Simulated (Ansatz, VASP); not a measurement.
**Al2O3: VASP beside Ansatz**

File INCAR:

```
SYSTEM = Al2O3
ALGO = Normal
EDIFF = 1E-6
ENCUT = 520
ISIF = 2
ISMEAR = 0
LASPH = .True.
LCHARG = .True.
LELF = .True.
LREAL = .False.
LVHAR = .True.
LWAVE = .False.
NBANDS = 20
NELM = 60
PREC = Accurate
SIGMA = 0.05
```

File KPOINTS:

```
k-points
0
Gamma
  12 12 4
  0 0 0
```

The input POSCAR:

```
Al2O3
1.0
    2.8967832423      0.0000000000      0.0000000000
   -1.4483916211      2.5086878770      0.0000000000
    0.0000000000      0.0000000000      7.5746360022
Al O
2 3
Direct
    0.0000000000      0.0000000000      0.2779510000
    0.0000000000      0.0000000000      0.7220490000
    0.3333333333      0.6666666667      0.1994540000
    0.6666666667      0.3333333333      0.8005460000
    0.0000000000      0.0000000000      0.5000000000
```

Input for Ansatz:

```yaml
crystal:
  lattice:
    - [2.8967832423, 0.0, 0.0]
    - [-1.4483916211, 2.508687877, 0.0]
    - [0.0, 0.0, 7.5746360022]
  atoms:
    - { symbol: Al, position: [0.0, 0.0, 0.277951] }
    - { symbol: Al, position: [0.0, 0.0, 0.722049] }
    - { symbol: O, position: [0.3333333333, 0.6666666667, 0.199454] }
    - { symbol: O, position: [0.6666666667, 0.3333333333, 0.800546] }
    - { symbol: O, position: [0.0, 0.0, 0.5] }
basis:
  ecutwfc: 420
kpoints:
  mp_grid: { grid: [12, 12, 4] }
hamiltonian:
  xc: lda
scf:
  occupations: { method: gaussian, width: 0.05 }
output:
  forces: true
  stress: true
  eigenvalues: true
```

Change from the starting cell: strain -0.040 along x and y, +0.000 along z, atoms carried along.

Alike in both runs: task single point; functional LDA; k mesh 12 × 12 × 4; occupations gaussian, width 0.05 eV; no spin polarisation.

|  | VASP | Ansatz |
| --- | --- | --- |
| version | VASP 6.6.1 | Ansatz 0.2.0 |
| potentials or method | VASP PAW LDA potentials, release 64 (Al, O), cutoff 520 eV | scalar-relativistic, plane waves, PAW |
| valence electrons in the cell | 24 | 24 |

|  | VASP | Ansatz | Ansatz less VASP |
| --- | --- | --- | --- |
| gap on the k mesh at the Fermi level (eV) | 2.33 | 2.33 | -0.001 |
| least direct gap on the mesh (eV) | 2.33 | 2.33 | -0.001 |
| pressure (GPa) | 6.0 | 4.9 | -1.14 |
| traceless stress, the component that is largest in VASP (GPa) | -11.72 | -12.10 | -0.382 |
| rms of the force components (eV/Å) | 0.366 | 0.399 | +0.0329 |

LDA's correlation is that of Perdew and Zunger in VASP and of Perdew and Wang (1992) in Ansatz. Atom by atom the forces differ by 0.043 eV/Å (rms over components).
